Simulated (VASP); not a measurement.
Runs of VASP 6.6.1 on HfB2. The structure is that of space group P6/mmm (No. 191), or close to it. The cells are those of the table. 

```csv
task,level,potentials or basis,cell,k mesh,cutoff (eV),gap on the mesh (eV),pressure (GPa),relaxed volume (Å³/atom)
single point,PBEsol,"VASP PAW PBE potentials, release 64 (Hf_pv, B)","a = 3.127, b = 3.127, c = 3.449 Å, angles 90.0, 90.0, 120.0°, 3 atoms",12 × 12 × 9,520,none,(b),-
single point,r2SCAN,"VASP PAW PBE potentials, release 64 (Hf_pv, B)","a = 3.115, b = 3.115, c = 3.459 Å, angles 90.0, 90.0, 120.0°, 3 atoms",12 × 12 × 10,520,none,(c),-
relaxation of cell and atoms,r2SCAN,"VASP PAW PBE potentials, release 64 (Hf_pv, B)","relaxed from a = 3.140, b = 3.140, c = 3.480 Å, angles 90.0, 90.0, 120.0°, 3 atoms",12 × 12 × 9,600,none,0.0,9.86
single point,r2SCAN,"VASP PAW PBE potentials, release 64 (Hf_pv, B)","a = 3.197, b = 3.197, c = 3.550 Å, angles 90.0, 90.0, 120.0°, 3 atoms",12 × 12 × 10,520,none,-14.1,-
single point,PBE,"VASP PAW PBE potentials, release 64 (Hf_pv, B)","a = 3.145, b = 3.145, c = 3.488 Å, angles 90.0, 90.0, 120.0°, 3 atoms",12 × 12 × 9,520,none,-0.4,-
single point,r2SCAN,"VASP PAW PBE potentials, release 64 (Hf_pv, B)","a = 3.177, b = 3.177, c = 3.528 Å, angles 90.0, 90.0, 120.0°, 3 atoms",12 × 12 × 10,520,none,-10.1,-
relaxation of cell and atoms,LDA,"VASP PAW LDA potentials, release 64 (Hf_pv, B)","relaxed from a = 3.140, b = 3.140, c = 3.480 Å, angles 90.0, 90.0, 120.0°, 3 atoms",12 × 12 × 9,600,none,0.1,(a)
single point,LDA,"VASP PAW LDA potentials, release 64 (Hf_pv, B)","a = 3.103, b = 3.103, c = 3.424 Å, angles 90.0, 90.0, 120.0°, 3 atoms",12 × 12 × 9,520,none,0.6,-
```

Alike in all rows: no spin polarisation; smearing fermi-dirac 0.1 eV.

Task: Fill in the values left out.

Result: (a) 9.53; (b) -0.1; (c) 4.8.

Caveats: spin-orbit coupling is left out, which moves the levels of the heavy elements; the PAW data sets were made with another functional, which shifts forces and pressure a little (some runs).

A k mesh can miss the band edges, and the runs leave out spin-orbit coupling on Hf.

A gap of «none» marks levels without a gap at the run's occupations.
